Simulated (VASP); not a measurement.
# PbS (Fm-3m) in VASP: single point with PBEsol

Aim: the single point of PbS with PBEsol.

All numbers are computed with VASP 6.6.1; they aren't measurements. Logs are shortened: lines on timing, memory, paths and dates and some standing lists are left out, and cuts for length are marked.

## 1. The cell of the first run

Symmetry: Fm-3m, No. 225, cubic system. The conventional cell has a = 5.900 Å, b = 5.900 Å, c = 5.900 Å, α = 90.00°, β = 90.00°, γ = 90.00°. S (site symmetry m-3m) has 6 Pb at 2.95 Å within 3.9 Å. Pb (site symmetry m-3m) has 6 S at 2.95 Å within 3.9 Å.

## 2. Single point, PBEsol

File INCAR:

```
PREC = Accurate
ENCUT = 520
EDIFF = 1E-6
ISMEAR = -1
SIGMA = 0.05
LREAL = Auto
LASPH = T
NELM = 80
ALGO = Normal
ISIF = 2
LWAVE = F
LCHARG = F
GGA = PS
NBANDS = 358
```

File KPOINTS:

```
Automatic mesh
0
Gamma
  1 1 1
```

File POSCAR:

```
PbS
1.0
   11.8000000000      0.0000000000      0.0000000000
    0.0000000000     11.8000000000      0.0000000000
    0.0000000000      0.0000000000     11.8000000000
S Pb
32 32
Direct
    0.2500000000      0.0000000000      0.0000000000
    0.2500000000      0.0000000000      0.5000000000
    0.2500000000      0.5000000000      0.0000000000
    0.2500000000      0.5000000000      0.5000000000
    0.7500000000      0.0000000000      0.0000000000
    0.7500000000      0.0000000000      0.5000000000
    0.7500000000      0.5000000000      0.0000000000
    0.7500000000      0.5000000000      0.5000000000
    0.0000000000      0.2500000000      0.0000000000
    0.0000000000      0.2500000000      0.5000000000
    0.0000000000      0.7500000000      0.0000000000
    0.0000000000      0.7500000000      0.5000000000
    0.5000000000      0.2500000000      0.0000000000
    0.5000000000      0.2500000000      0.5000000000
    0.5000000000      0.7500000000      0.0000000000
    0.5000000000      0.7500000000      0.5000000000
    0.0000000000      0.0000000000      0.2500000000
    0.0000000000      0.0000000000      0.7500000000
    0.0000000000      0.5000000000      0.2500000000
    0.0000000000      0.5000000000      0.7500000000
    0.5000000000      0.0000000000      0.2500000000
    0.5000000000      0.0000000000      0.7500000000
    0.5000000000      0.5000000000      0.2500000000
    0.5000000000      0.5000000000      0.7500000000
    0.2500000000      0.2500000000      0.2500000000
    0.2500000000      0.2500000000      0.7500000000
    0.2500000000      0.7500000000      0.2500000000
    0.2500000000      0.7500000000      0.7500000000
    0.7500000000      0.2500000000      0.2500000000
    0.7500000000      0.2500000000      0.7500000000
    0.7500000000      0.7500000000      0.2500000000
    0.7500000000      0.7500000000      0.7500000000
    0.0000000000      0.0000000000      0.0000000000
    0.0000000000      0.0000000000      0.5000000000
    0.0000000000      0.5000000000      0.0000000000
    0.0000000000      0.5000000000      0.5000000000
    0.5000000000      0.0000000000      0.0000000000
    0.5000000000      0.0000000000      0.5000000000
    0.5000000000      0.5000000000      0.0000000000
    0.5000000000      0.5000000000      0.5000000000
    0.2500000000      0.2500000000      0.0000000000
    0.2500000000      0.2500000000      0.5000000000
    0.2500000000      0.7500000000      0.0000000000
    0.2500000000      0.7500000000      0.5000000000
    0.7500000000      0.2500000000      0.0000000000
    0.7500000000      0.2500000000      0.5000000000
    0.7500000000      0.7500000000      0.0000000000
    0.7500000000      0.7500000000      0.5000000000
    0.2500000000      0.0000000000      0.2500000000
    0.2500000000      0.0000000000      0.7500000000
    0.2500000000      0.5000000000      0.2500000000
    0.2500000000      0.5000000000      0.7500000000
    0.7500000000      0.0000000000      0.2500000000
    0.7500000000      0.0000000000      0.7500000000
    0.7500000000      0.5000000000      0.2500000000
    0.7500000000      0.5000000000      0.7500000000
    0.0000000000      0.2500000000      0.2500000000
    0.0000000000      0.2500000000      0.7500000000
    0.0000000000      0.7500000000      0.2500000000
    0.0000000000      0.7500000000      0.7500000000
    0.5000000000      0.2500000000      0.2500000000
    0.5000000000      0.2500000000      0.7500000000
    0.5000000000      0.7500000000      0.2500000000
    0.5000000000      0.7500000000      0.7500000000
```

Potentials or basis: VASP PAW PBE potentials, release 64 (S, Pb_d).

Started as:

```sh
cat potpaw_PBE.64/S/POTCAR potpaw_PBE.64/Pb_d/POTCAR > POTCAR
mpirun -np 1 vasp_gam > vasp.out
```

OUTCAR:

```text
PREC = Accurate
   ENCUT = 520
   EDIFF = 1E-6
   ISMEAR = -1
   LREAL = Auto
   LASPH = T
   NELM = 80
   ISIF = 2
   GGA = PS

 ion  position               nearest neighbor table
   1  0.250  0.000  0.000-  33 2.95  37 2.95  41 2.95  43 2.95  49 2.95  50 2.95
   2  0.250  0.000  0.500-  34 2.95  38 2.95  42 2.95  44 2.95  49 2.95  50 2.95
   3  0.250  0.500  0.000-  35 2.95  39 2.95  41 2.95  43 2.95  51 2.95  52 2.95
   4  0.250  0.500  0.500-  36 2.95  40 2.95  42 2.95  44 2.95  51 2.95  52 2.95
   5  0.750  0.000  0.000-  33 2.95  37 2.95  45 2.95  47 2.95  53 2.95  54 2.95
   6  0.750  0.000  0.500-  34 2.95  38 2.95  46 2.95  48 2.95  53 2.95  54 2.95
[... 56 lines left out ...]
  63  0.500  0.750  0.250-  15 2.95  16 2.95  21 2.95  23 2.95  27 2.95  31 2.95
  64  0.500  0.750  0.750-  15 2.95  16 2.95  22 2.95  24 2.95  28 2.95  32 2.95

  LATTYP: Found a simple cubic cell.
 ALAT       =    11.8000000000

  Lattice vectors:

 A1 = (  11.8000000000,   0.0000000000,   0.0000000000)
 A2 = (   0.0000000000,  11.8000000000,   0.0000000000)
 A3 = (   0.0000000000,   0.0000000000,  11.8000000000)

Analysis of symmetry for initial positions (statically):
=====================================================================
 Subroutine PRICEL returns following result:

  LATTYP: Found a face centered cubic cell.
 ALAT       =     5.9000000000

  Lattice vectors:

 A1 = (   2.9500000000,  -2.9500000000,   0.0000000000)
 A2 = (   2.9500000000,   0.0000000000,   2.9500000000)
 A3 = (   0.0000000000,  -2.9500000000,   2.9500000000)

  32 primitive cells build up your supercell.

 Routine SETGRP: Setting up the symmetry group for a
 simple cubic supercell.

 Subroutine GETGRP returns: Found 48 space group operations
 (whereof 48 operations were pure point group operations)
 out of a pool of 48 trial point group operations.

The static configuration has the point symmetry O_h .

Analysis of symmetry for dynamics (positions and initial velocities):
=====================================================================
 Subroutine PRICEL returns following result:

  LATTYP: Found a face centered cubic cell.
 ALAT       =     5.9000000000

  Lattice vectors:

 A1 = (   2.9500000000,  -2.9500000000,   0.0000000000)
 A2 = (   2.9500000000,   0.0000000000,   2.9500000000)
 A3 = (   0.0000000000,  -2.9500000000,   2.9500000000)

  32 primitive cells build up your supercell.

 Routine SETGRP: Setting up the symmetry group for a
 simple cubic supercell.

 Subroutine GETGRP returns: Found 48 space group operations
 (whereof 48 operations were pure point group operations)
 out of a pool of 48 trial point group operations.

The dynamic configuration has the point symmetry O_h .

 Subroutine INISYM returns: Found 48 space group operations
 (whereof 48 operations are pure point group operations),
 and found    32 'primitive' translations

----------------------------------------------------------------------------------------

                                     Primitive cell

  volume of cell :      51.3448

  direct lattice vectors                    reciprocal lattice vectors
     2.950000000 -2.950000000  0.000000000     0.169491525 -0.169491525 -0.169491525
     2.950000000  0.000000000  2.950000000     0.169491525  0.169491525  0.169491525
     0.000000000 -2.950000000  2.950000000    -0.169491525 -0.169491525  0.169491525

  length of vectors
     4.171930009  4.171930009  4.171930009     0.293567933  0.293567933  0.293567933

  position of ions in fractional coordinates (direct lattice)
     0.500000000  0.500000000  0.500000000
     0.000000000  0.000000000  0.000000000

  ion indices of the primitive-cell ions
   primitive index   ion index
                 1           1
                 2          33

----------------------------------------------------------------------------------------

 KPOINTS: Automatic mesh

Automatic generation of k-mesh.
 Grid dimensions read from file:
 generate k-points for:    1    1    1

 Generating k-lattice:

  Cartesian coordinates                     Fractional coordinates (reciprocal lattice)
     0.084745763  0.000000000  0.000000000     1.000000000  0.000000000  0.000000000
     0.000000000  0.084745763  0.000000000     0.000000000  1.000000000  0.000000000
     0.000000000  0.000000000  0.084745763     0.000000000  0.000000000  1.000000000

  Length of vectors
     0.084745763  0.084745763  0.084745763

  Shift w.r.t. Gamma in fractional coordinates (k-lattice)
     0.000000000  0.000000000  0.000000000

 Subroutine IBZKPT returns following result:
 ===========================================

 Found      1 irreducible k-points:

 Following reciprocal coordinates:
            Coordinates               Weight
  0.000000  0.000000  0.000000      1.000000
   k-points           NKPTS =      1   k-points in BZ     NKDIM =      1   number of bands    NBANDS=    358
   number of dos      NEDOS =    301   number of ions     NIONS =     64
   total plane-waves  NPLWV = 729000
   dimension x,y,z NGX =    90 NGY =   90 NGZ =   90
   dimension x,y,z NGXF=   180 NGYF=  180 NGZF=  180
   ions per type =              32  32
   NGX,Y,Z   is equivalent  to a cutoff of  12.68, 12.68, 12.68 a.u.
   NGXF,Y,Z  is equivalent  to a cutoff of  25.36, 25.36, 25.36 a.u.
 SYSTEM =  unknown system
   PREC   = accura    normal or accurate (medium, high low for compatibility)
   ISTART =      0    job   : 0-new  1-cont  2-samecut
   ICHARG =      2    charge: 1-file 2-atom 10-const
   ISPIN  =      1    spin polarized calculation?
   LNONCOLLINEAR =      F non collinear calculations
   LSORBIT =      F    spin-orbit coupling
   LASPH  =      T    aspherical Exc in radial PAW
   ENCUT  =  520.0 eV  38.22 Ry    6.18 a.u.  21.94 21.94 21.94*2*pi/ulx,y,z
   NELM   =     80;   NELMIN=  2; NELMDL= -5     # of ELM steps
   EDIFF  = 0.1E-05   stopping-criterion for ELM
   LREAL  =      T    real-space projection
   EDIFFG = 0.1E-04   stopping-criterion for IOM
   NSW    =      0    number of steps for IOM
[... 5 lines left out ...]
   TEBEG  =    0.0;   TEEND  =   0.0 temperature during run
   PSTRESS=    0.0 pullay stress
   NELECT =     640.0000    total number of electrons
   NUPDOWN=      -1.0000    fix difference up-down
   EMIN   =  10.00;   EMAX   =-10.00  energy-range for DOS
   EFERMI =   0.00;   METHOD = LEGACY
   ISMEAR =    -1;   SIGMA  =   0.05  broadening in eV -4-tet -1-fermi 0-gaus
   EFERMI_NEDOS =   21; number of points for ismear=-14 and -15
   IALGO  =     38    algorithm
   IMIX   =      4    mixing-type and parameters
     AMIX     =   0.40;   BMIX     =  1.00
     AMIX_MAG =   1.60;   BMIX_MAG =  1.00
  volume/ion in A,a.u.               =      25.67       173.25
  Fermi-wavevector in a.u.,A,eV,Ry     =   1.195601  2.259358 19.448997  1.429461
  Thomas-Fermi vector in A             =   2.331562
   LORBIT       =      0    0 simple, 1 ext, 2 COOP (PROOUT), +10 PAW based schemes
   GGA     = PS    functional components
   LHFCALC =     F    Hartree Fock is set to
   AEXX    =    0.0000 exact exchange contribution
   IVDW    =     0    specifies the selected vdW correction
   LEPSILON=     F    determine dielectric tensor
   LRPA    =     F    only Hartree local field effects (RPA)
 non-spin polarized calculation
  energy-cutoff  :      520.00
  volume of cell :     1643.03
 maximum number of plane-waves:     22030
 NGX is ok and might be reduce to    90
   NGX = 43   NGY = 43   NGZ = 43

 number of electron     639.9999914 magnetization

 Free energy of the ion-electron system (eV)
  ---------------------------------------------------
  ext. energy  EPLUGINS =         0.00000000
  ---------------------------------------------------
  free energy    TOTEN  =      -283.37745968 eV

  energy without entropy =     -282.98748014  energy(sigma->0) =     -283.18246991

 E-fermi :   6.0430     XC(G=0):  -9.9588

 val. band max:        5.9708061330   @ k =   0.0000   0.0000   0.0000
 cond. band min:       6.1152327466   @ k =   0.0000   0.0000   0.0000
 fundamental gap:      0.1444266136
 Fermi energy:         6.0430222380

 k-point     1 :       0.0000    0.0000    0.0000
  band No.  band energies     occupation
      1     -11.0707      2.00000
      2     -11.0707      2.00000
      3     -11.0707      2.00000
      4     -11.0227      2.00000
      5     -11.0227      2.00000
      6     -11.0227      2.00000
[... 324 lines left out ...]
    331       7.2642      0.00000
    332       7.2642      0.00000
 [bands above 332 left out]

------------------------ aborting loop because EDIFF is reached ----------------------------------------

  FORCE on cell =-STRESS in cart. coord.  units (eV):
  Direction    XX          YY          ZZ          XY          YZ          ZX
  --------------------------------------------------------------------------------------
  -------------------------------------------------------------------------------------
  Total       26.4807064     26.4807064     26.4807064      0.0000000      0.0000000      0.0000000
  in kB       25.8222527     25.8222527     25.8222527      0.0000000      0.0000000      0.0000000
  external PRESSURE =      25.8222527 kB  Pullay stress =       0.0000000 kB

 VOLUME and BASIS-vectors are now :
 -----------------------------------------------------------------------------
  energy-cutoff  :      520.00
  volume of cell :     1643.03
      direct lattice vectors                 reciprocal lattice vectors
    11.800000000  0.000000000  0.000000000     0.084745763  0.000000000  0.000000000
     0.000000000 11.800000000  0.000000000     0.000000000  0.084745763  0.000000000
     0.000000000  0.000000000 11.800000000     0.000000000  0.000000000  0.084745763

 POSITION                                       TOTAL-FORCE (eV/Angst)
 -----------------------------------------------------------------------------------
      2.95000      0.00000      0.00000         0.000000     -0.000000     -0.000000
      2.95000      0.00000      5.90000        -0.000000     -0.000000      0.000000
      2.95000      5.90000      0.00000         0.000000      0.000000     -0.000000
      2.95000      5.90000      5.90000         0.000000      0.000000     -0.000000
      8.85000      0.00000      0.00000        -0.000000      0.000000     -0.000000
      8.85000      0.00000      5.90000        -0.000000     -0.000000      0.000000
[... 56 lines left out ...]
      5.90000      8.85000      2.95000         0.000000     -0.000000      0.000000
      5.90000      8.85000      8.85000         0.000000      0.000000     -0.000000
 -----------------------------------------------------------------------------------
    total drift:                                0.000000      0.000000      0.000000

  FREE ENERGIE OF THE ION-ELECTRON SYSTEM (eV)
  ---------------------------------------------------
  free  energy   TOTEN  =      -283.3774596818 eV

  energy  without entropy=     -282.9874801410  energy(sigma->0) =     -283.18246991
```

It took 20 min on 1 thread of Intel Xeon Platinum 8488C (Sapphire Rapids), shared host; peak memory 1.4 GiB.

What came out:

```
Free energy : -283.3775 eV
Pressure    : 2.6 GPa
```

Levels at points of the mesh, in eV from the Fermi level:
```csv
k point,band 316,band 317,band 318,band 319,band 320,band 321,band 322,band 323,band 324,band 325
"(0.00, 0.00, 0.00)",-0.94,-0.07,-0.07,-0.07,-0.07,0.07,0.07,0.07,0.07,1.22
```

Caveat: the k points lie up to 0.53 Å⁻¹ apart; this odd mesh misses L, so gap, dielectric constants and Born charges aren't listed; the PAW data sets were made with another functional, which shifts forces and pressure a little; spin-orbit coupling is left out, which moves the levels of the heavy elements.
